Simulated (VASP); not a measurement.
# SnSe (Fm-3m) in VASP: a series of runs

Runs on SnSe. Level: PBEsol. Tasks: single point, relaxation of cell and atoms.

Program: VASP 6.6.1. These are calculated values, not measurements. Logs are shortened: lines on timing, memory, paths and dates and some standing lists are left out, and cuts for length are marked.

**1. The cell of the first run**

It takes space group Fm-3m (No. 225, cubic). Conventional cell: a = 5.551 Å, b = 5.551 Å, c = 5.551 Å, α = 90.00°, β = 90.00°, γ = 90.00°. Sn (site symmetry m-3m) has 6 Se at 2.78 Å within 3.7 Å. Within 3.7 Å of Se (site symmetry m-3m) lie 6 Sn at 2.78 Å.

**2. Single point, PBEsol**

Contents of INCAR:

```
SYSTEM = SnSe
PREC = Accurate
ENCUT = 500
EDIFF = 1E-6
ISMEAR = 0
SIGMA = 0.01
LREAL = .False.
LASPH = .True.
NELM = 120
ALGO = Normal
ISIF = 2
LWAVE = .False.
LCHARG = .False.
GGA = PS
NBANDS = 17
GGA_COMPAT = .False.
```

Contents of KPOINTS:

```
Automatic mesh
0
Gamma
  12 12 12
  0 0 0
```

Contents of POSCAR:

```
SnSe
1.0
    0.0000000000      2.7753959823      2.7753959823
    2.7753959823      0.0000000000      2.7753959823
    2.7753959823      2.7753959823      0.0000000000
Sn Se
1 1
Direct
    0.0000000000      0.0000000000      0.0000000000
    0.5000000000      0.5000000000      0.5000000000
```

Potentials or basis: VASP PAW PBE potentials, release 64 (Sn_d, Se).

Launch:

```sh
> cat potpaw_PBE.64/Sn_d/POTCAR potpaw_PBE.64/Se/POTCAR > POTCAR
> mpirun -np 1 vasp_std > vasp.out
```

OUTCAR:

```text
SYSTEM = SnSe
   PREC = Accurate
   ENCUT = 500
   EDIFF = 1E-6
   ISMEAR = 0
   LREAL = .False.
   LASPH = .True.
   NELM = 120
   ISIF = 2
   GGA = PS

 ion  position               nearest neighbor table
   1  0.000  0.000  0.000-   2 2.78   2 2.78   2 2.78   2 2.78   2 2.78   2 2.78
   2  0.500  0.500  0.500-   1 2.78   1 2.78   1 2.78   1 2.78   1 2.78   1 2.78

  LATTYP: Found a face centered cubic cell.
 ALAT       =     5.5507919646

  Lattice vectors:

 A1 = (   0.0000000000,   2.7753959823,   2.7753959823)
 A2 = (   2.7753959823,   0.0000000000,   2.7753959823)
 A3 = (   2.7753959823,   2.7753959823,   0.0000000000)

Analysis of symmetry for initial positions (statically):
=====================================================================
 Subroutine PRICEL returns:
 Original cell was already a primitive cell.

 Routine SETGRP: Setting up the symmetry group for a
 face centered cubic supercell.

 Subroutine GETGRP returns: Found 48 space group operations
[... 9 lines left out ...]

 Routine SETGRP: Setting up the symmetry group for a
 face centered cubic supercell.

 Subroutine GETGRP returns: Found 48 space group operations
[... 11 lines left out ...]
                                     Primitive cell

  volume of cell :      42.7568

  direct lattice vectors                    reciprocal lattice vectors
     0.000000000  2.775395982  2.775395982    -0.180154473  0.180154473  0.180154473
     2.775395982  0.000000000  2.775395982     0.180154473 -0.180154473  0.180154473
     2.775395982  2.775395982  0.000000000     0.180154473  0.180154473 -0.180154473

  length of vectors
     3.925002639  3.925002639  3.925002639     0.312036700  0.312036700  0.312036700

  position of ions in fractional coordinates (direct lattice)
     0.000000000  0.000000000  0.000000000
     0.500000000  0.500000000  0.500000000

  ion indices of the primitive-cell ions
   primitive index   ion index
                 1           1
                 2           2

----------------------------------------------------------------------------------------

 KPOINTS: Automatic mesh

Automatic generation of k-mesh.
 Grid dimensions read from file:
 generate k-points for:   12   12   12

 Generating k-lattice:

  Cartesian coordinates                     Fractional coordinates (reciprocal lattice)
    -0.015012873  0.015012873  0.015012873     0.083333333  0.000000000  0.000000000
     0.015012873 -0.015012873  0.015012873     0.000000000  0.083333333  0.000000000
     0.015012873  0.015012873 -0.015012873     0.000000000  0.000000000  0.083333333

  Length of vectors
     0.026003058  0.026003058  0.026003058

  Shift w.r.t. Gamma in fractional coordinates (k-lattice)
     0.000000000  0.000000000  0.000000000

 Subroutine IBZKPT returns following result:
 ===========================================

 Found     72 irreducible k-points:

 Following reciprocal coordinates:
            Coordinates               Weight
  0.000000  0.000000  0.000000      1.000000
  0.083333  0.000000  0.000000      8.000000
  0.166667  0.000000  0.000000      8.000000
  0.250000  0.000000  0.000000      8.000000
  0.333333  0.000000  0.000000      8.000000
  0.416667  0.000000  0.000000      8.000000
[... 16 lines left out ...]
  0.500000  0.166667  0.000000     24.000000
 -0.416667  0.166667  0.000000     24.000000
 [... further k-points ...]
   k-points           NKPTS =     72   k-points in BZ     NKDIM =     72   number of bands    NBANDS=     17
   number of dos      NEDOS =    301   number of ions     NIONS =      2
   total plane-waves  NPLWV =  27000
   dimension x,y,z NGX =    30 NGY =   30 NGZ =   30
   dimension x,y,z NGXF=    60 NGYF=   60 NGZF=   60
   ions per type =               1   1
   NGX,Y,Z   is equivalent  to a cutoff of  12.71, 12.71, 12.71 a.u.
   NGXF,Y,Z  is equivalent  to a cutoff of  25.41, 25.41, 25.41 a.u.
 SYSTEM =  SnSe
   PREC   = accura    normal or accurate (medium, high low for compatibility)
   ISTART =      0    job   : 0-new  1-cont  2-samecut
   ICHARG =      2    charge: 1-file 2-atom 10-const
   ISPIN  =      1    spin polarized calculation?
   LNONCOLLINEAR =      F non collinear calculations
   LSORBIT =      F    spin-orbit coupling
   LASPH  =      T    aspherical Exc in radial PAW
   ENCUT  =  500.0 eV  36.75 Ry    6.06 a.u.   7.16  7.16  7.16*2*pi/ulx,y,z
   NELM   =    120;   NELMIN=  2; NELMDL= -5     # of ELM steps
   EDIFF  = 0.1E-05   stopping-criterion for ELM
   LREAL  =      F    real-space projection
   EDIFFG = 0.1E-04   stopping-criterion for IOM
   NSW    =      0    number of steps for IOM
   IBRION =     -1    ionic relax: 0-MD 1-quasi-New 2-CG
   NFREE  =      0    steps in history (QN), initial steepest desc. (CG)
   ISIF   =      2    stress and relaxation
   ISYM   =      2    0-nonsym 1-usesym 2-fastsym
   POTIM  = 0.5000    time-step for ionic-motion
   TEBEG  =    0.0;   TEEND  =   0.0 temperature during run
   PSTRESS=    0.0 pullay stress
   NELECT =      20.0000    total number of electrons
   NUPDOWN=      -1.0000    fix difference up-down
   EMIN   =  10.00;   EMAX   =-10.00  energy-range for DOS
   EFERMI =   0.00;   METHOD = LEGACY
   ISMEAR =     0;   SIGMA  =   0.01  broadening in eV -4-tet -1-fermi 0-gaus
   EFERMI_NEDOS =   21; number of points for ismear=-14 and -15
   IALGO  =     38    algorithm
   IMIX   =      4    mixing-type and parameters
     AMIX     =   0.40;   BMIX     =  1.00
     AMIX_MAG =   1.60;   BMIX_MAG =  1.00
  volume/ion in A,a.u.               =      21.38       144.27
  Fermi-wavevector in a.u.,A,eV,Ry     =   1.270818  2.401497 21.973100  1.614977
  Thomas-Fermi vector in A             =   2.403784
   LORBIT       =      0    0 simple, 1 ext, 2 COOP (PROOUT), +10 PAW based schemes
   GGA     = PS    functional components
   LHFCALC =     F    Hartree Fock is set to
   AEXX    =    0.0000 exact exchange contribution
   IVDW    =     0    specifies the selected vdW correction
   LEPSILON=     F    determine dielectric tensor
   LRPA    =     F    only Hartree local field effects (RPA)
 non-spin polarized calculation
 Gauss-broadening in eV      SIGMA  =   0.01
  energy-cutoff  :      500.00
  volume of cell :       42.76
 maximum number of plane-waves:      1106
 NGX is ok and might be reduce to    30
   NGX = 15   NGY = 15   NGZ = 15

 number of electron      20.0000003 magnetization

 Free energy of the ion-electron system (eV)
  ---------------------------------------------------
  ext. energy  EPLUGINS =         0.00000000
  ---------------------------------------------------
  free energy    TOTEN  =        -8.50465020 eV

  energy without entropy =       -8.50465020  energy(sigma->0) =       -8.50465020

 E-fermi :   8.8752     XC(G=0): -10.9171

 val. band max:        8.8208817299   @ k =  -0.2500   0.1667   0.0000
 cond. band min:       8.9276995740   @ k =  -0.4167   0.0833   0.0000
 fundamental gap:      0.1068178440
 Fermi energy:         8.8751527006

 k-point     1 :       0.0000    0.0000    0.0000
  band No.  band energies     occupation
      1     -13.1126      2.00000
      2     -13.1126      2.00000
      3     -13.0982      2.00000
      4     -13.0982      2.00000
      5     -13.0982      2.00000
      6      -7.3441      2.00000
[... 9 lines left out ...]
     16      13.9552      0.00000
     17      16.0799      0.00000

 k-point     2 :       0.0833    0.0000    0.0000
  band No.  band energies     occupation
      1     -13.1138      2.00000
      2     -13.1138      2.00000
      3     -13.0980      2.00000
      4     -13.0964      2.00000
      5     -13.0964      2.00000
      6      -7.2697      2.00000
[... 9 lines left out ...]
     16      14.2303      0.00000
     17      16.8622      0.00000

 k-point     3 :       0.1667    0.0000    0.0000
  band No.  band energies     occupation
      1     -13.1180      2.00000
      2     -13.1180      2.00000
      3     -13.0973      2.00000
      4     -13.0906      2.00000
      5     -13.0906      2.00000
      6      -7.0524      2.00000
[... 9 lines left out ...]
     16      14.7620      0.00000
     17      18.5599      0.00000

 k-point     4 :       0.2500    0.0000    0.0000
  band No.  band energies     occupation
      1     -13.1243      2.00000
      2     -13.1243      2.00000
      3     -13.0965      2.00000
      4     -13.0820      2.00000
      5     -13.0820      2.00000
      6      -6.7139      2.00000
[... 9 lines left out ...]
     16      15.5852      0.00000
     17      20.6252      0.00000

 k-point     5 :       0.3333    0.0000    0.0000
  band No.  band energies     occupation
      1     -13.1309      2.00000
      2     -13.1309      2.00000
      3     -13.0959      2.00000
      4     -13.0732      2.00000
      5     -13.0732      2.00000
      6      -6.3046      2.00000
[... 9 lines left out ...]
     16      16.6768      0.00000
     17      22.0373      0.00000

 k-point     6 :       0.4167    0.0000    0.0000
  band No.  band energies     occupation
      1     -13.1357      2.00000
      2     -13.1357      2.00000
      3     -13.0956      2.00000
      4     -13.0666      2.00000
      5     -13.0666      2.00000
      6      -5.9314      2.00000
[... 9 lines left out ...]
     16      17.9684      0.00000
     17      20.7061      0.00000
[... 281 lines left out ...]
 k-point    21 :       0.3333    0.1667    0.0000
  band No.  band energies     occupation
      1     -13.1501      2.00000
      2     -13.1125      2.00000
      3     -13.1022      2.00000
      4     -13.0761      2.00000
      5     -13.0703      2.00000
      6      -6.3324      2.00000
[... 9 lines left out ...]
     16      17.8150      0.00000
     17      20.1734      0.00000

 k-point    22 :       0.4167    0.1667    0.0000
  band No.  band energies     occupation
      1     -13.1553      2.00000
      2     -13.1189      2.00000
      3     -13.0979      2.00000
      4     -13.0728      2.00000
      5     -13.0638      2.00000
      6      -5.9405      2.00000
[... 9 lines left out ...]
     16      18.9606      0.00000
     17      20.6323      0.00000

 k-point    23 :       0.5000    0.1667    0.0000
  band No.  band energies     occupation
      1     -13.1559      2.00000
      2     -13.1251      2.00000
      3     -13.0931      2.00000
      4     -13.0714      2.00000
      5     -13.0616      2.00000
      6      -5.6424      2.00000
[... 9 lines left out ...]
     16      19.1699      0.00000
     17      20.0096      0.00000

 k-point    24 :      -0.4167    0.1667    0.0000
  band No.  band energies     occupation
      1     -13.1516      2.00000
      2     -13.1294      2.00000
      3     -13.0898      2.00000
      4     -13.0711      2.00000
      5     -13.0640      2.00000
      6      -5.5969      2.00000
[... 9 lines left out ...]
     16      17.7760      0.00000
     17      20.9668      0.00000

 [... further k-points ...]
[... 5 lines left out ...]
  --------------------------------------------------------------------------------------
  -------------------------------------------------------------------------------------
  Total        4.8386474      4.8386474      4.8386474      0.0000000      0.0000000      0.0000000
  in kB      181.3133152    181.3133152    181.3133152      0.0000000      0.0000000      0.0000000
  external PRESSURE =     181.3133152 kB  Pullay stress =       0.0000000 kB

 VOLUME and BASIS-vectors are now :
 -----------------------------------------------------------------------------
  energy-cutoff  :      500.00
  volume of cell :       42.76
      direct lattice vectors                 reciprocal lattice vectors
     0.000000000  2.775395982  2.775395982    -0.180154473  0.180154473  0.180154473
     2.775395982  0.000000000  2.775395982     0.180154473 -0.180154473  0.180154473
     2.775395982  2.775395982  0.000000000     0.180154473  0.180154473 -0.180154473

 POSITION                                       TOTAL-FORCE (eV/Angst)
 -----------------------------------------------------------------------------------
      0.00000      0.00000      0.00000        -0.000000      0.000000     -0.000000
      2.77540      2.77540      2.77540         0.000000      0.000000      0.000000
 -----------------------------------------------------------------------------------
    total drift:                               -0.000000      0.000000      0.000000

  FREE ENERGIE OF THE ION-ELECTRON SYSTEM (eV)
  ---------------------------------------------------
  free  energy   TOTEN  =        -8.5046502001 eV

  energy  without entropy=       -8.5046502001  energy(sigma->0) =       -8.50465020
```

It took 24 s on 1 thread of Intel Xeon 6975P-C (Granite Rapids), shared host; peak memory 0.2 GiB.

Results:

```
Free energy            : -8.5047 eV
Pressure               : 18.1 GPa
Band gap on the k mesh : 0.11 eV, indirect (least direct gap 0.40 eV)
```

Caveat: the PAW data sets were made with another functional, which shifts forces and pressure a little; spin-orbit coupling is left out, which moves the levels of the heavy elements. A k mesh can miss the band edges.

(Continued in part 2 of 2.)
